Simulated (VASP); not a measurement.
Write the native input for VASP 6.6.1 that does the following.

* Task: single point
* Functional: PBEsol
* Potentials or basis: VASP PAW PBE potentials, release 64 (Hf_pv, Si)
* Cutoff: 520 eV
* k mesh: 6 × 6 × 6
* Occupations: gaussian, width 0.05 eV
* Spin: no spin polarisation
* Dipole correction: no
* Further INCAR settings: ALGO = Normal; EDIFF = 1e-06; NBANDS = 14

The structure of HfSi lies in POSCAR:

```
HfSi
1.0
    0.0000000000      2.9935777346      2.9935777346
    2.9935777346      0.0000000000      2.9935777346
    2.9935777346      2.9935777346      0.0000000000
Hf Si
1 1
Direct
    0.0000000000      0.0000000000      0.0000000000
    0.2500000000      0.2500000000      0.2500000000
```

One way to write it, as run:

INCAR

```
SYSTEM = HfSi
ALGO = Normal
EDIFF = 1E-6
ENCUT = 520
GGA = PS
ISIF = 2
ISMEAR = 0
LASPH = .TRUE.
LCHARG = .FALSE.
LREAL = .FALSE.
LWAVE = .FALSE.
NBANDS = 14
NELM = 80
PREC = Accurate
SIGMA = 0.05
```

KPOINTS

```
k-points
0
G
  6 6 6
  0 0 0
```

Potentials or basis: VASP PAW PBE potentials, release 64 (Hf_pv, Si).

Run with:

```bash
$ cat potpaw_PBE.64/Hf_pv/POTCAR potpaw_PBE.64/Si/POTCAR > POTCAR
$ mpirun -np 1 vasp_std > vasp.out
```

Results of the run:

* Pressure: -0.2 GPa
* Band gap on the k mesh: zero (filled and empty bands touch)

Caveat: the PAW data sets were made with another functional, which shifts forces and pressure a little; spin-orbit coupling is left out, which moves the levels of the heavy elements.

Run time: 13 s on 1 thread of Intel(R) Xeon(R) Platinum 8375C CPU @ 2.90GHz (Ice Lake) (shared host), peak memory 0.17 GiB.
